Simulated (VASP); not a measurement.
# SrTiO3 (Pm-3m) in VASP: further runs

Runs on SrTiO3. Level: LDA. Tasks: single point, relaxation of cell and atoms.

Program: VASP 6.6.1. These are calculated values, not measurements. Logs are shortened: lines on timing, memory, paths and dates and some standing lists are left out, and cuts for length are marked.

## 1. The cell of the first run

Symmetry: Pm-3m, No. 221, cubic system. Conventional cell: a = 3.854 Å, b = 3.854 Å, c = 3.854 Å, α = 90.00°, β = 90.00°, γ = 90.00°. Sr (site symmetry m-3m) has 12 O at 2.73 Å and 8 Ti at 3.34 Å within 3.6 Å. Ti (site symmetry m-3m) has 6 O at 1.93 Å within 2.6 Å. Within 2.6 Å of O (site symmetry 4/mmm) lie 2 Ti at 1.93 Å.

## 2. Single point, LDA

The input, INCAR:

```
SYSTEM = SrTiO3
ALGO     = Normal         ! electronic algorithm
EDIFF    = 1E-6           ! SCF threshold, eV
ENCUT    = 520            ! plane-wave cutoff, eV
GGA      = CA             ! functional
ISIF     = 2              ! what is computed and relaxed
ISMEAR   = 0              ! smearing method
LASPH    = .TRUE.         ! aspherical terms in the spheres
LCHARG   = .FALSE.        ! write CHGCAR
LREAL    = .FALSE.        ! projectors in reciprocal space
LWAVE    = .FALSE.        ! write WAVECAR
NBANDS   = 28             ! bands
NELM     = 60             ! most SCF steps
PREC     = Accurate       ! precision mode
SIGMA    = 0.02           ! smearing width, eV
```

The input, KPOINTS:

```
k-points
0
G
  8 8 8
  0 0 0
```

The input, POSCAR:

```
SrTiO3
1.0
    3.8540230074      0.0000000000      0.0000000000
    0.0000000000      3.8540230074      0.0000000000
    0.0000000000      0.0000000000      3.8540230074
Sr Ti O
1 1 3
Direct
    0.0000000000      0.0000000000      0.0000000000
    0.5000000000      0.5000000000      0.5000000000
    0.5000000000      0.0000000000      0.5000000000
    0.5000000000      0.5000000000      0.0000000000
    0.0000000000      0.5000000000      0.5000000000
```

Potentials or basis: VASP PAW LDA potentials, release 64 (Sr_sv, Ti_sv, O).

Launch:

```
cat potpaw_LDA.64/Sr_sv/POTCAR potpaw_LDA.64/Ti_sv/POTCAR potpaw_LDA.64/O/POTCAR > POTCAR
mpirun -np 1 vasp_std > vasp.out
```

OUTCAR:

```text
SYSTEM = SrTiO3
   EDIFF = 1E-6
   ENCUT = 520
   GGA = CA
   ISIF = 2
   ISMEAR = 0
   LASPH = .TRUE.
   LREAL = .FALSE.
   NELM = 60
   PREC = Accurate

 ion  position               nearest neighbor table
   1  0.000  0.000  0.000-   3 2.73   4 2.73   5 2.73   3 2.73   5 2.73   4 2.73   5 2.73   5 2.73
                             3 2.73   4 2.73   3 2.73   4 2.73   2 3.34   2 3.34   2 3.34   2 3.34
   2  0.500  0.500  0.500-   3 1.93   4 1.93   5 1.93   4 1.93   3 1.93   5 1.93   1 3.34   1 3.34
                             1 3.34   1 3.34   1 3.34   1 3.34   1 3.34   1 3.34
   3  0.500  0.000  0.500-   2 1.93   2 1.93   1 2.73   1 2.73   1 2.73   1 2.73
   4  0.500  0.500  0.000-   2 1.93   2 1.93   1 2.73   1 2.73   1 2.73   1 2.73
   5  0.000  0.500  0.500-   2 1.93   2 1.93   1 2.73   1 2.73   1 2.73   1 2.73

  LATTYP: Found a simple cubic cell.
 ALAT       =     3.8540230074

  Lattice vectors:

 A1 = (   3.8540230074,   0.0000000000,   0.0000000000)
 A2 = (   0.0000000000,   3.8540230074,   0.0000000000)
 A3 = (   0.0000000000,   0.0000000000,   3.8540230074)

Analysis of symmetry for initial positions (statically):
=====================================================================
 Subroutine PRICEL returns:
 Original cell was already a primitive cell.

 Routine SETGRP: Setting up the symmetry group for a
 simple cubic supercell.

 Subroutine GETGRP returns: Found 48 space group operations
 (whereof 48 operations were pure point group operations)
 out of a pool of 48 trial point group operations.

The static configuration has the point symmetry O_h .

Analysis of symmetry for dynamics (positions and initial velocities):
=====================================================================
 Subroutine PRICEL returns:
 Original cell was already a primitive cell.

 Routine SETGRP: Setting up the symmetry group for a
 simple cubic supercell.

 Subroutine GETGRP returns: Found 48 space group operations
 (whereof 48 operations were pure point group operations)
 out of a pool of 48 trial point group operations.

The dynamic configuration has the point symmetry O_h .

 Subroutine INISYM returns: Found 48 space group operations
 (whereof 48 operations are pure point group operations),
 and found     1 'primitive' translations

----------------------------------------------------------------------------------------

                                     Primitive cell

  volume of cell :      57.2457

  direct lattice vectors                    reciprocal lattice vectors
     3.854023007  0.000000000  0.000000000     0.259469131  0.000000000  0.000000000
     0.000000000  3.854023007  0.000000000     0.000000000  0.259469131  0.000000000
     0.000000000  0.000000000  3.854023007     0.000000000  0.000000000  0.259469131

  length of vectors
     3.854023007  3.854023007  3.854023007     0.259469131  0.259469131  0.259469131

  position of ions in fractional coordinates (direct lattice)
     0.000000000  0.000000000  0.000000000
     0.500000000  0.500000000  0.500000000
     0.500000000  0.000000000  0.500000000
     0.500000000  0.500000000  0.000000000
     0.000000000  0.500000000  0.500000000

  ion indices of the primitive-cell ions
   primitive index   ion index
                 1           1
                 2           2
                 3           3
                 4           4
                 5           5

----------------------------------------------------------------------------------------

 KPOINTS: k-points

Automatic generation of k-mesh.
 Grid dimensions read from file:
 generate k-points for:    8    8    8

 Generating k-lattice:

  Cartesian coordinates                     Fractional coordinates (reciprocal lattice)
     0.032433641  0.000000000  0.000000000     0.125000000  0.000000000  0.000000000
     0.000000000  0.032433641  0.000000000     0.000000000  0.125000000  0.000000000
     0.000000000  0.000000000  0.032433641     0.000000000  0.000000000  0.125000000

  Length of vectors
     0.032433641  0.032433641  0.032433641

  Shift w.r.t. Gamma in fractional coordinates (k-lattice)
     0.000000000  0.000000000  0.000000000

 Subroutine IBZKPT returns following result:
 ===========================================

 Found     35 irreducible k-points:

 Following reciprocal coordinates:
            Coordinates               Weight
  0.000000  0.000000  0.000000      1.000000
  0.125000  0.000000  0.000000      6.000000
  0.250000  0.000000  0.000000      6.000000
  0.375000  0.000000  0.000000      6.000000
  0.500000  0.000000  0.000000      3.000000
  0.125000  0.125000  0.000000     12.000000
[... 16 lines left out ...]
  0.375000  0.375000  0.125000     24.000000
  0.500000  0.375000  0.125000     24.000000
 [... further k-points ...]
   k-points           NKPTS =     35   k-points in BZ     NKDIM =     35   number of bands    NBANDS=     28
   number of dos      NEDOS =    301   number of ions     NIONS =      5
   total plane-waves  NPLWV =  27000
   dimension x,y,z NGX =    30 NGY =   30 NGZ =   30
   dimension x,y,z NGXF=    60 NGYF=   60 NGZF=   60
   ions per type =               1   1   3
   NGX,Y,Z   is equivalent  to a cutoff of  12.94, 12.94, 12.94 a.u.
   NGXF,Y,Z  is equivalent  to a cutoff of  25.88, 25.88, 25.88 a.u.
 SYSTEM =  SrTiO3
   PREC   = accura    normal or accurate (medium, high low for compatibility)
   ISTART =      0    job   : 0-new  1-cont  2-samecut
   ICHARG =      2    charge: 1-file 2-atom 10-const
   ISPIN  =      1    spin polarized calculation?
   LNONCOLLINEAR =      F non collinear calculations
   LSORBIT =      F    spin-orbit coupling
   LASPH  =      T    aspherical Exc in radial PAW
   ENCUT  =  520.0 eV  38.22 Ry    6.18 a.u.   7.17  7.17  7.17*2*pi/ulx,y,z
   NELM   =     60;   NELMIN=  2; NELMDL= -5     # of ELM steps
   EDIFF  = 0.1E-05   stopping-criterion for ELM
   LREAL  =      F    real-space projection
   EDIFFG = 0.1E-04   stopping-criterion for IOM
   NSW    =      0    number of steps for IOM
   IBRION =     -1    ionic relax: 0-MD 1-quasi-New 2-CG
   NFREE  =      0    steps in history (QN), initial steepest desc. (CG)
   ISIF   =      2    stress and relaxation
   ISYM   =      2    0-nonsym 1-usesym 2-fastsym
   POTIM  = 0.5000    time-step for ionic-motion
   TEBEG  =    0.0;   TEEND  =   0.0 temperature during run
   PSTRESS=    0.0 pullay stress
   NELECT =      40.0000    total number of electrons
   NUPDOWN=      -1.0000    fix difference up-down
   EMIN   =  10.00;   EMAX   =-10.00  energy-range for DOS
   EFERMI =   0.00;   METHOD = LEGACY
   ISMEAR =     0;   SIGMA  =   0.02  broadening in eV -4-tet -1-fermi 0-gaus
   EFERMI_NEDOS =   21; number of points for ismear=-14 and -15
   IALGO  =     38    algorithm
   IMIX   =      4    mixing-type and parameters
     AMIX     =   0.40;   BMIX     =  1.00
     AMIX_MAG =   1.60;   BMIX_MAG =  1.00
  volume/ion in A,a.u.               =      11.45        77.26
  Fermi-wavevector in a.u.,A,eV,Ry     =   1.452715  2.745234 28.713489  2.110382
  Thomas-Fermi vector in A             =   2.570065
   LORBIT       =      0    0 simple, 1 ext, 2 COOP (PROOUT), +10 PAW based schemes
   GGA     = CA    functional components
   LHFCALC =     F    Hartree Fock is set to
   AEXX    =    0.0000 exact exchange contribution
   IVDW    =     0    specifies the selected vdW correction
   LEPSILON=     F    determine dielectric tensor
   LRPA    =     F    only Hartree local field effects (RPA)
 non-spin polarized calculation
 Gauss-broadening in eV      SIGMA  =   0.02
  energy-cutoff  :      520.00
  volume of cell :       57.25
 maximum number of plane-waves:      1568
 NGX is ok and might be reduce to    30
   NGX = 15   NGY = 15   NGZ = 15

 number of electron      40.0000029 magnetization

 Free energy of the ion-electron system (eV)
  ---------------------------------------------------
  ext. energy  EPLUGINS =         0.00000000
  ---------------------------------------------------
  free energy    TOTEN  =       -44.17618647 eV

  energy without entropy =      -44.17618647  energy(sigma->0) =      -44.17618647

 E-fermi :   4.3679     XC(G=0): -12.0018

 val. band max:        4.2117703041   @ k =   0.5000   0.5000   0.5000
 cond. band min:       6.0278706656   @ k =   0.0000   0.0000   0.0000
 fundamental gap:      1.8161003615
 Fermi energy:         4.3679376855

 k-point     1 :       0.0000    0.0000    0.0000
  band No.  band energies     occupation
      1     -51.3553      2.00000
      2     -28.1687      2.00000
      3     -28.0360      2.00000
      4     -28.0360      2.00000
      5     -28.0360      2.00000
      6     -13.0638      2.00000
[... 20 lines left out ...]
     27       9.4795      0.00000
     28      10.5602      0.00000

 k-point     2 :       0.1250    0.0000    0.0000
  band No.  band energies     occupation
      1     -51.3550      2.00000
      2     -28.1859      2.00000
      3     -28.0355      2.00000
      4     -28.0355      2.00000
      5     -28.0272      2.00000
      6     -13.0780      2.00000
[... 20 lines left out ...]
     27       9.7698      0.00000
     28      10.9418      0.00000

 k-point     3 :       0.2500    0.0000    0.0000
  band No.  band energies     occupation
      1     -51.3542      2.00000
      2     -28.2236      2.00000
      3     -28.0341      2.00000
      4     -28.0341      2.00000
      5     -28.0095      2.00000
      6     -13.1716      2.00000
[... 20 lines left out ...]
     27      10.5135      0.00000
     28      11.9690      0.00000

 k-point     4 :       0.3750    0.0000    0.0000
  band No.  band energies     occupation
      1     -51.3535      2.00000
      2     -28.2584      2.00000
      3     -28.0327      2.00000
      4     -28.0327      2.00000
      5     -27.9944      2.00000
      6     -13.3072      2.00000
[... 20 lines left out ...]
     27      11.3200      0.00000
     28      12.3260      0.00000

 k-point     5 :       0.5000    0.0000    0.0000
  band No.  band energies     occupation
      1     -51.3532      2.00000
      2     -28.2723      2.00000
      3     -28.0321      2.00000
      4     -28.0321      2.00000
      5     -27.9886      2.00000
      6     -13.3674      2.00000
[... 20 lines left out ...]
     27      11.6855      0.00000
     28      12.2603      0.00000

 k-point     6 :       0.1250    0.1250    0.0000
  band No.  band energies     occupation
      1     -51.3547      2.00000
      2     -28.1946      2.00000
      3     -28.0486      2.00000
      4     -28.0349      2.00000
      5     -28.0134      2.00000
      6     -13.0697      2.00000
[... 463 lines left out ...]
      5     -28.0168      2.00000
      6     -12.9001      2.00000
[... 20 lines left out ...]
     27      12.2049      0.00000
     28      12.6102      0.00000

 k-point    22 :       0.5000    0.2500    0.1250
  band No.  band energies     occupation
      1     -51.3519      2.00000
      2     -28.2147      2.00000
      3     -28.0765      2.00000
      4     -28.0435      2.00000
      5     -28.0291      2.00000
      6     -12.9088      2.00000
[... 20 lines left out ...]
     27      12.4289      0.00000
     28      12.7775      0.00000

 k-point    23 :       0.3750    0.3750    0.1250
  band No.  band energies     occupation
      1     -51.3515      2.00000
      2     -28.1788      2.00000
      3     -28.1083      2.00000
      4     -28.0502      2.00000
      5     -28.0388      2.00000
      6     -12.6512      2.00000
[... 20 lines left out ...]
     27      12.5309      0.00000
     28      12.9819      0.00000

 k-point    24 :       0.5000    0.3750    0.1250
  band No.  band energies     occupation
      1     -51.3512      2.00000
      2     -28.1677      2.00000
      3     -28.1079      2.00000
      4     -28.0668      2.00000
      5     -28.0421      2.00000
      6     -12.5544      2.00000
[... 20 lines left out ...]
     27      12.7664      0.00000
     28      13.1026      0.00000

 [... further k-points ...]

------------------------ aborting loop because EDIFF is reached ----------------------------------------

  FORCE on cell =-STRESS in cart. coord.  units (eV):
  Direction    XX          YY          ZZ          XY          YZ          ZX
  --------------------------------------------------------------------------------------
  -------------------------------------------------------------------------------------
  Total        0.4083500      0.4083500      0.4083500      0.0000000      0.0000000     -0.0000000
  in kB       11.4287889     11.4287889     11.4287889      0.0000000      0.0000000     -0.0000000
  external PRESSURE =      11.4287889 kB  Pullay stress =       0.0000000 kB

 VOLUME and BASIS-vectors are now :
 -----------------------------------------------------------------------------
  energy-cutoff  :      520.00
  volume of cell :       57.25
      direct lattice vectors                 reciprocal lattice vectors
     3.854023007  0.000000000  0.000000000     0.259469131  0.000000000  0.000000000
     0.000000000  3.854023007  0.000000000     0.000000000  0.259469131  0.000000000
     0.000000000  0.000000000  3.854023007     0.000000000  0.000000000  0.259469131

 POSITION                                       TOTAL-FORCE (eV/Angst)
 -----------------------------------------------------------------------------------
      0.00000      0.00000      0.00000         0.000000      0.000000      0.000000
      1.92701      1.92701      1.92701         0.000000      0.000000      0.000000
      1.92701      0.00000      1.92701         0.000000      0.000000      0.000000
      1.92701      1.92701      0.00000         0.000000      0.000000      0.000000
      0.00000      1.92701      1.92701         0.000000      0.000000      0.000000
 -----------------------------------------------------------------------------------
    total drift:                                0.000000      0.000000     -0.000000

  FREE ENERGIE OF THE ION-ELECTRON SYSTEM (eV)
  ---------------------------------------------------
  free  energy   TOTEN  =       -44.1761864687 eV

  energy  without entropy=      -44.1761864687  energy(sigma->0) =      -44.17618647
```

Run time: 26 s. Hardware: 1 thread of AMD EPYC 9R45 (Zen 5), shared host; peak memory 0.16 GiB.

What came out:

```
Free energy            : -44.1762 eV
Pressure               : 1.1 GPa
Band gap on the k mesh : 1.82 eV (least direct gap 2.15 eV)
```

## 3. Relaxation of cell and atoms, LDA

The input, INCAR:

```
SYSTEM = SrTiO3
ALGO = Normal ; EDIFF = 1E-7
EDIFFG = -0.005 ; ENCUT = 600
GGA = CA ; IBRION = 2
ISIF = 3 ; ISMEAR = 0
LASPH = .TRUE. ; LCHARG = .FALSE.
LREAL = .FALSE. ; LWAVE = .FALSE.
NELM = 80 ; NSW = 100
PREC = Accurate ; SIGMA = 0.02
```

KPOINTS is that of step 2.

POSCAR is that of step 2.

Potentials or basis: VASP PAW LDA potentials, release 64 (Sr_sv, Ti_sv, O).

Launch:

```
cat potpaw_LDA.64/Sr_sv/POTCAR potpaw_LDA.64/Ti_sv/POTCAR potpaw_LDA.64/O/POTCAR > POTCAR
mpirun -np 1 vasp_std > vasp.out
```

Wall time 81 s (1 thread of AMD EPYC 9R45 (Zen 5), shared host); peak memory 0.17 GiB.

It converged, with:

| Property | Result |
| --- | --- |
| Free energy | -44.1840 eV |
| Relaxed volume | 11.50 Å³/atom |
| Relaxed cell | a = 3.860 Å, b = 3.860 Å, c = 3.860 Å, α = 90.00°, β = 90.00°, γ = 90.00° |
| Space group after relaxing (to 0.1 Å) | Pm-3m (No. 221) |
| Energy gained by relaxing | 0.2 meV/atom |
| Ionic steps | 3 |
| Pressure after relaxing | 0.0 GPa |
| Band gap on the k mesh | 1.81 eV (least direct gap 2.15 eV) |

Step by step:
| step | energy change (eV) | largest force (eV/Å) | pressure (GPa) | volume (Å³) |
| --- | --- | --- | --- | --- |
| 1 | 0.0000 | 0.0000 | 0.91 | 57.25 |
| 2 | 0.0001 | 0.0000 | -0.97 | 57.79 |
| 3 | -0.0008 | 0.0000 | -0.01 | 57.51 |

Final structure:
```cif
data_structure
_symmetry_space_group_name_H-M 'P 1'
_symmetry_Int_Tables_number 1
_cell_length_a 3.8599
_cell_length_b 3.8599
_cell_length_c 3.8599
_cell_angle_alpha 90.000
_cell_angle_beta 90.000
_cell_angle_gamma 90.000
_cell_volume 57.51
loop_
_atom_site_label
_atom_site_type_symbol
_atom_site_fract_x
_atom_site_fract_y
_atom_site_fract_z
_atom_site_occupancy
Sr1 Sr 0.00000 0.00000 0.00000 1
Ti1 Ti 0.50000 0.50000 0.50000 1
O1 O 0.50000 0.00000 0.50000 1
O2 O 0.50000 0.50000 0.00000 1
O3 O 0.00000 0.50000 0.50000 1
```

Levels at points of the mesh, in eV from the valence-band top:
| k point | band 16 | band 17 | band 18 | band 19 | band 20 | band 21 | band 22 | band 23 | band 24 |
| --- | --- | --- | --- | --- | --- | --- | --- | --- | --- |
| (0.00, 0.00, 0.00) | -1.25 | -1.25 | -0.34 | -0.34 | -0.34 | 1.81 | 1.81 | 1.81 | 4.57 |
| (0.50, 0.00, 0.00) | -2.49 | -2.49 | -2.16 | -0.73 | -0.73 | 2.01 | 3.92 | 3.92 | 4.62 |
| (0.50, 0.50, 0.00) | -3.06 | -1.71 | -1.62 | -1.62 | -0.10 | 3.93 | 3.93 | 4.39 | 5.64 |
| (0.50, 0.50, 0.50) | -3.88 | -3.88 | 0.00 | 0.00 | 0.00 | 4.65 | 4.65 | 4.65 | 6.98 |

A k mesh can miss the band edges.
